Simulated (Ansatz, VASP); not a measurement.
BeS: VASP beside Ansatz

File INCAR:

```
SYSTEM = BeS
PREC = Accurate ; ENCUT = 520
EDIFF = 1E-6 ; ISMEAR = 0
SIGMA = 0.01 ; LREAL = .FALSE.
LASPH = .TRUE. ; NELM = 100
ALGO = Normal ; ISIF = 2
LWAVE = .FALSE. ; LCHARG = .FALSE.
GGA = PE ; NBANDS = 16
```

Contents of KPOINTS:

```
regular mesh
0
G
  9 9 4
  0 0 0
```

File POSCAR:

```
BeS
1.0
    3.2671433065      0.0000000000      0.0000000000
   -1.6335716532      2.8294291012      0.0000000000
    0.0000000000      0.0000000000      5.1939281987
Be S
2 2
Direct
    0.0000000000      0.0000000000      0.0000000000
    0.0000000000      0.0000000000      0.5000000000
    0.3333333333      0.6666666667      0.2500000000
    0.6666666667      0.3333333333      0.7500000000
```

Input for Ansatz:

```yaml
crystal:
  lattice:
    - [3.2671433065, 0.0, 0.0]
    - [-1.6335716532, 2.8294291012, 0.0]
    - [0.0, 0.0, 5.1939281987]
  atoms:
    - { symbol: Be, position: [0.0, 0.0, 0.0] }
    - { symbol: Be, position: [0.0, 0.0, 0.5] }
    - { symbol: S, position: [0.3333333333, 0.6666666667, 0.25] }
    - { symbol: S, position: [0.6666666667, 0.3333333333, 0.75] }
kpoints:
  mp_grid: { grid: [9, 9, 4] }
hamiltonian:
  xc: pbe
scf:
  occupations: { method: fixed }
  n_extra_bands: 5
output:
  forces: true
  stress: true
  eigenvalues: true
```

Alike in both runs: task single point; functional PBE; k mesh 9 × 9 × 4; no spin polarisation.

|  | VASP | Ansatz |
| --- | --- | --- |
| version | VASP 6.6.1 | Ansatz 0.2.0 |
| potentials or method | VASP PAW PBE potentials, release 64 (Be, S) | plane waves, PAW |
| plane-wave cutoff (eV) | 520 | 420 |
| occupations | gaussian, width 0.01 eV | fixed |
| valence electrons in the cell | 16 | 16 |

```tsv
	VASP	Ansatz	Ansatz less VASP
gap on the k mesh at the Fermi level (eV)	1.43	1.42	-0.009
pressure (GPa)	3.4	3.5	+0.08
```
